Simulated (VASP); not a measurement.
# BiRu (Fm-3m) in VASP: notebook

BiRu is run at these levels: LDA, PBEsol; tasks: single point.

Program: VASP 6.6.1. These are calculated values, not measurements. Logs are shortened: lines on timing, memory, paths and dates and some standing lists are left out, and cuts for length are marked.

## 1. The cell of the first run

Symmetry: Fm-3m, No. 225, cubic system. The conventional cell has a = 5.658 Å, b = 5.658 Å, c = 5.658 Å, α = 90.00°, β = 90.00°, γ = 90.00°. Within 3.7 Å of Ru (site symmetry m-3m) lie 6 Bi at 2.83 Å. Bi (site symmetry m-3m) has 6 Ru at 2.83 Å within 3.7 Å.

## 2. Single point, LDA

Contents of INCAR:

```
  ALGO = Normal
  EDIFF = 1E-6
  ENCUT = 500
  GGA = CA
  GGA_COMPAT = F
  ISIF = 2
  ISMEAR = -1
  LASPH = T
  LCHARG = F
  LREAL = F
  LWAVE = F
  NBANDS = 22
  NELM = 120
  PREC = Accurate
  SIGMA = 0.1
```

Contents of KPOINTS:

```
k-points
0
Gamma
  6 6 6
```

Contents of POSCAR:

```
BiRu
1.0
    0.0000000000      2.8287600000      2.8287600000
    2.8287600000      0.0000000000      2.8287600000
    2.8287600000      2.8287600000      0.0000000000
Ru Bi
1 1
Direct
    0.0000000000      0.0000000000      0.0000000000
    0.5000000000      0.5000000000      0.5000000000
```

Potentials or basis: VASP PAW LDA potentials, release 64 (Ru_pv, Bi_d).

The run is started by

```sh
cat potpaw_LDA.64/Ru_pv/POTCAR potpaw_LDA.64/Bi_d/POTCAR > POTCAR
mpirun -np 1 vasp_std > vasp.out
```

OUTCAR:

```text
EDIFF = 1E-6
   ENCUT = 500
   GGA = CA
   ISIF = 2
   ISMEAR = -1
   LASPH = T
   LREAL = F
   NELM = 120
   PREC = Accurate

 ion  position               nearest neighbor table
   1  0.000  0.000  0.000-   2 2.83   2 2.83   2 2.83   2 2.83   2 2.83   2 2.83
   2  0.500  0.500  0.500-   1 2.83   1 2.83   1 2.83   1 2.83   1 2.83   1 2.83

  LATTYP: Found a face centered cubic cell.
 ALAT       =     5.6575200000

  Lattice vectors:

 A1 = (   0.0000000000,   2.8287600000,   2.8287600000)
 A2 = (   2.8287600000,   0.0000000000,   2.8287600000)
 A3 = (   2.8287600000,   2.8287600000,   0.0000000000)

Analysis of symmetry for initial positions (statically):
=====================================================================
 Subroutine PRICEL returns:
 Original cell was already a primitive cell.

 Routine SETGRP: Setting up the symmetry group for a
 face centered cubic supercell.

 Subroutine GETGRP returns: Found 48 space group operations
 (whereof 48 operations were pure point group operations)
 out of a pool of 48 trial point group operations.

The static configuration has the point symmetry O_h .

Analysis of symmetry for dynamics (positions and initial velocities):
=====================================================================
 Subroutine PRICEL returns:
 Original cell was already a primitive cell.

 Routine SETGRP: Setting up the symmetry group for a
 face centered cubic supercell.

 Subroutine GETGRP returns: Found 48 space group operations
 (whereof 48 operations were pure point group operations)
 out of a pool of 48 trial point group operations.

The dynamic configuration has the point symmetry O_h .

 Subroutine INISYM returns: Found 48 space group operations
 (whereof 48 operations are pure point group operations),
 and found     1 'primitive' translations

----------------------------------------------------------------------------------------

                                     Primitive cell

  volume of cell :      45.2708

  direct lattice vectors                    reciprocal lattice vectors
     0.000000000  2.828760000  2.828760000    -0.176755893  0.176755893  0.176755893
     2.828760000  0.000000000  2.828760000     0.176755893 -0.176755893  0.176755893
     2.828760000  2.828760000  0.000000000     0.176755893  0.176755893 -0.176755893

  length of vectors
     4.000470757  4.000470757  4.000470757     0.306150187  0.306150187  0.306150187

  position of ions in fractional coordinates (direct lattice)
     0.000000000  0.000000000  0.000000000
     0.500000000  0.500000000  0.500000000

  ion indices of the primitive-cell ions
   primitive index   ion index
                 1           1
                 2           2

----------------------------------------------------------------------------------------

 KPOINTS: k-points

Automatic generation of k-mesh.
 Grid dimensions read from file:
 generate k-points for:    6    6    6

 Generating k-lattice:

  Cartesian coordinates                     Fractional coordinates (reciprocal lattice)
    -0.029459316  0.029459316  0.029459316     0.166666667  0.000000000  0.000000000
     0.029459316 -0.029459316  0.029459316     0.000000000  0.166666667  0.000000000
     0.029459316  0.029459316 -0.029459316     0.000000000  0.000000000  0.166666667

  Length of vectors
     0.051025031  0.051025031  0.051025031

  Shift w.r.t. Gamma in fractional coordinates (k-lattice)
     0.000000000  0.000000000  0.000000000

 Subroutine IBZKPT returns following result:
 ===========================================

 Found     16 irreducible k-points:

 Following reciprocal coordinates:
            Coordinates               Weight
  0.000000  0.000000  0.000000      1.000000
  0.166667  0.000000  0.000000      8.000000
  0.333333  0.000000  0.000000      8.000000
  0.500000  0.000000  0.000000      4.000000
  0.166667  0.166667  0.000000      6.000000
  0.333333  0.166667  0.000000     24.000000
[... 8 lines left out ...]
 -0.333333  0.333333  0.166667     24.000000
 -0.333333  0.500000  0.166667     12.000000
   k-points           NKPTS =     16   k-points in BZ     NKDIM =     16   number of bands    NBANDS=     22
   number of dos      NEDOS =    301   number of ions     NIONS =      2
   total plane-waves  NPLWV =  27000
   dimension x,y,z NGX =    30 NGY =   30 NGZ =   30
   dimension x,y,z NGXF=    60 NGYF=   60 NGZF=   60
   ions per type =               1   1
   NGX,Y,Z   is equivalent  to a cutoff of  12.47, 12.47, 12.47 a.u.
   NGXF,Y,Z  is equivalent  to a cutoff of  24.93, 24.93, 24.93 a.u.
 SYSTEM =  unknown system
   PREC   = accura    normal or accurate (medium, high low for compatibility)
   ISTART =      0    job   : 0-new  1-cont  2-samecut
   ICHARG =      2    charge: 1-file 2-atom 10-const
   ISPIN  =      1    spin polarized calculation?
   LNONCOLLINEAR =      F non collinear calculations
   LSORBIT =      F    spin-orbit coupling
   LASPH  =      T    aspherical Exc in radial PAW
   ENCUT  =  500.0 eV  36.75 Ry    6.06 a.u.   7.29  7.29  7.29*2*pi/ulx,y,z
   NELM   =    120;   NELMIN=  2; NELMDL= -5     # of ELM steps
   EDIFF  = 0.1E-05   stopping-criterion for ELM
   LREAL  =      F    real-space projection
   EDIFFG = 0.1E-04   stopping-criterion for IOM
   NSW    =      0    number of steps for IOM
   IBRION =     -1    ionic relax: 0-MD 1-quasi-New 2-CG
   NFREE  =      0    steps in history (QN), initial steepest desc. (CG)
   ISIF   =      2    stress and relaxation
   ISYM   =      2    0-nonsym 1-usesym 2-fastsym
   POTIM  = 0.5000    time-step for ionic-motion
   TEBEG  =    0.0;   TEEND  =   0.0 temperature during run
   PSTRESS=    0.0 pullay stress
   NELECT =      29.0000    total number of electrons
   NUPDOWN=      -1.0000    fix difference up-down
   EMIN   =  10.00;   EMAX   =-10.00  energy-range for DOS
   EFERMI =   0.00;   METHOD = LEGACY
   ISMEAR =    -1;   SIGMA  =   0.10  broadening in eV -4-tet -1-fermi 0-gaus
   EFERMI_NEDOS =   21; number of points for ismear=-14 and -15
   IALGO  =     38    algorithm
   IMIX   =      4    mixing-type and parameters
     AMIX     =   0.40;   BMIX     =  1.00
     AMIX_MAG =   1.60;   BMIX_MAG =  1.00
  volume/ion in A,a.u.               =      22.64       152.75
  Fermi-wavevector in a.u.,A,eV,Ry     =   1.411242  2.666860 27.097405  1.991603
  Thomas-Fermi vector in A             =   2.533113
   LORBIT       =      0    0 simple, 1 ext, 2 COOP (PROOUT), +10 PAW based schemes
   GGA     = CA    functional components
   LHFCALC =     F    Hartree Fock is set to
   AEXX    =    0.0000 exact exchange contribution
   IVDW    =     0    specifies the selected vdW correction
   LEPSILON=     F    determine dielectric tensor
   LRPA    =     F    only Hartree local field effects (RPA)
 non-spin polarized calculation
  energy-cutoff  :      500.00
  volume of cell :       45.27
 maximum number of plane-waves:      1167
 NGX is ok and might be reduce to    30
   NGX = 15   NGY = 15   NGZ = 15

 number of electron      29.0000006 magnetization

 Free energy of the ion-electron system (eV)
  ---------------------------------------------------
  ext. energy  EPLUGINS =         0.00000000
  ---------------------------------------------------
  free energy    TOTEN  =       -13.57706375 eV

  energy without entropy =      -13.48908930  energy(sigma->0) =      -13.53307653

 E-fermi :   8.5022     XC(G=0): -11.6620

 val. band max:        8.4495873426   @ k =  -0.3333   0.1667   0.0000
 cond. band min:       8.6556075664   @ k =  -0.3333   0.5000   0.1667
 fundamental gap:      0.2060202238
 Fermi energy:         8.5021651980

 k-point     1 :       0.0000    0.0000    0.0000
  band No.  band energies     occupation
      1     -33.0861      2.00000
      2     -33.0861      2.00000
      3     -33.0861      2.00000
      4     -14.1668      2.00000
      5     -14.1668      2.00000
      6     -14.1051      2.00000
[... 14 lines left out ...]
     21      19.3946      0.00000
     22      19.3946      0.00000

 k-point     2 :       0.1667    0.0000    0.0000
  band No.  band energies     occupation
      1     -33.0899      2.00000
      2     -33.0871      2.00000
      3     -33.0871      2.00000
      4     -14.1585      2.00000
      5     -14.1585      2.00000
      6     -14.1018      2.00000
[... 14 lines left out ...]
     21      18.1058      0.00000
     22      18.3426      0.00000

 k-point     3 :       0.3333    0.0000    0.0000
  band No.  band energies     occupation
      1     -33.0975      2.00000
      2     -33.0891      2.00000
      3     -33.0891      2.00000
      4     -14.1437      2.00000
      5     -14.1437      2.00000
      6     -14.0951      2.00000
[... 14 lines left out ...]
     21      18.3872      0.00000
     22      19.7127      0.00000

 k-point     4 :       0.5000    0.0000    0.0000
  band No.  band energies     occupation
      1     -33.1013      2.00000
      2     -33.0901      2.00000
      3     -33.0901      2.00000
      4     -14.1372      2.00000
      5     -14.1372      2.00000
      6     -14.0918      2.00000
[... 14 lines left out ...]
     21      18.5765      0.00000
     22      20.6415      0.00000

 k-point     5 :       0.1667    0.1667    0.0000
  band No.  band energies     occupation
      1     -33.0906      2.00000
      2     -33.0874      2.00000
      3     -33.0874      2.00000
      4     -14.1608      2.00000
      5     -14.1544      2.00000
      6     -14.1105      2.00000
[... 217 lines left out ...]
 k-point    14 :       0.5000    0.3333    0.1667
  band No.  band energies     occupation
      1     -33.0974      2.00000
      2     -33.0918      2.00000
      3     -33.0908      2.00000
      4     -14.1556      2.00000
      5     -14.1375      2.00000
      6     -14.1029      2.00000
[... 14 lines left out ...]
     21      20.6408      0.00000
     22      20.7190      0.00000

 k-point    15 :      -0.3333    0.3333    0.1667
  band No.  band energies     occupation
      1     -33.0974      2.00000
      2     -33.0938      2.00000
      3     -33.0917      2.00000
      4     -14.1589      2.00000
      5     -14.1323      2.00000
      6     -14.0867      2.00000
[... 14 lines left out ...]
     21      19.0623      0.00000
     22      20.8665      0.00000

 k-point    16 :      -0.3333    0.5000    0.1667
  band No.  band energies     occupation
      1     -33.0968      2.00000
      2     -33.0932      2.00000
      3     -33.0928      2.00000
      4     -14.1680      2.00000
      5     -14.1348      2.00000
      6     -14.1064      2.00000
[... 14 lines left out ...]
     21      19.4176      0.00000
     22      20.6416      0.00000

------------------------ aborting loop because EDIFF is reached ----------------------------------------

  FORCE on cell =-STRESS in cart. coord.  units (eV):
  Direction    XX          YY          ZZ          XY          YZ          ZX
  --------------------------------------------------------------------------------------
  -------------------------------------------------------------------------------------
  Total       -3.5911648     -3.5911648     -3.5911648     -0.0000000      0.0000000     -0.0000000
  in kB     -127.0947525   -127.0947525   -127.0947525     -0.0000000      0.0000000     -0.0000000
  external PRESSURE =    -127.0947525 kB  Pullay stress =       0.0000000 kB

 VOLUME and BASIS-vectors are now :
 -----------------------------------------------------------------------------
  energy-cutoff  :      500.00
  volume of cell :       45.27
      direct lattice vectors                 reciprocal lattice vectors
     0.000000000  2.828760000  2.828760000    -0.176755893  0.176755893  0.176755893
     2.828760000  0.000000000  2.828760000     0.176755893 -0.176755893  0.176755893
     2.828760000  2.828760000  0.000000000     0.176755893  0.176755893 -0.176755893

 POSITION                                       TOTAL-FORCE (eV/Angst)
 -----------------------------------------------------------------------------------
      0.00000      0.00000      0.00000         0.000000      0.000000     -0.000000
      2.82876      2.82876      2.82876         0.000000      0.000000      0.000000
 -----------------------------------------------------------------------------------
    total drift:                                0.000000      0.000000      0.000000

  FREE ENERGIE OF THE ION-ELECTRON SYSTEM (eV)
  ---------------------------------------------------
  free  energy   TOTEN  =       -13.5770637525 eV

  energy  without entropy=      -13.4890893025  energy(sigma->0) =      -13.53307653
```

Run time: 23 s. Hardware: 1 thread of Intel Xeon Platinum 8259CL at 2.50GHz (Skylake/Cascade Lake), shared host; peak memory 0.15 GiB.

Results:

```yaml
Free_energy: -13.5771 eV
Pressure: -12.7 GPa
Band_gap_on_the_k_mesh: zero (an odd number of electrons rules out a gap without spin polarisation)
```

Levels at points of the mesh, in eV from the Fermi level:
```
           k point  band 10  band 11  band 12  band 13  band 14  band 15  band 16  band 17  band 18  band 19
(0.00, 0.00, 0.00)    -1.34    -1.34    -1.34    -1.14    -1.14     1.88     1.88     1.88     4.61     7.67
(0.50, 0.00, 0.00)    -5.47    -3.12    -3.12    -0.68    -0.68    -0.13     4.34     5.29     5.29     6.87
(0.50, 0.50, 0.00)    -3.91    -2.13    -0.79    -0.78    -0.78    -0.32    -0.32     0.52     2.64     7.92
```

Caveat: the cell stands under tension; spin-orbit coupling is left out, which moves the levels of the heavy elements.

## 3. Single point, PBEsol

Contents of INCAR:

```
PREC     = Accurate       # precision mode
ENCUT    = 500            # plane-wave cutoff, eV
EDIFF    = 1E-6           # SCF threshold, eV
ISMEAR   = -1             # smearing method
SIGMA    = 0.1            # smearing width, eV
LREAL    = False          # projectors in reciprocal space
LASPH    = True           # aspherical terms in the spheres
NELM     = 120            # most SCF steps
ALGO     = Normal         # electronic algorithm
ISIF     = 2              # what is computed and relaxed
LWAVE    = False          # write WAVECAR
LCHARG   = False          # write CHGCAR
GGA      = PS             # functional
NBANDS   = 22             # bands
GGA_COMPAT= False
```

Contents of KPOINTS:

```
regular mesh
0
Gamma
  6 6 6
```

POSCAR is that of step 2.

Potentials or basis: VASP PAW PBE potentials, release 64 (Ru_pv, Bi_d).

The run is started by

```sh
cat potpaw_PBE.64/Ru_pv/POTCAR potpaw_PBE.64/Bi_d/POTCAR > POTCAR
mpirun -np 1 vasp_std > vasp.out
```

Wall time 22 s (1 thread of Intel Xeon Platinum 8259CL at 2.50GHz (Skylake/Cascade Lake), shared host); peak memory 0.17 GiB.

The run converged. Its results:

| Property | Result |
| --- | --- |
| Free energy | -12.8358 eV |
| Pressure | -10.3 GPa |
| Band gap on the k mesh | zero (an odd number of electrons rules out a gap without spin polarisation) |

Levels at points of the mesh, in eV from the Fermi level:
```csv
k point,band 12,band 13,band 14,band 15,band 16,band 17
"(0.00, 0.00, 0.00)",-1.35,-1.13,-1.13,1.92,1.92,1.92
"(0.50, 0.00, 0.00)",-3.10,-0.68,-0.68,-0.13,4.27,5.31
"(0.50, 0.50, 0.00)",-0.78,-0.78,-0.78,-0.33,-0.33,0.53
```

Caveat: the cell stands under tension; the PAW data sets were made with another functional, which shifts forces and pressure a little; spin-orbit coupling is left out, which moves the levels of the heavy elements.

[end of part 1 of 2]

The gap in the log of VASP goes by the Fermi energy; the results here count the filled bands.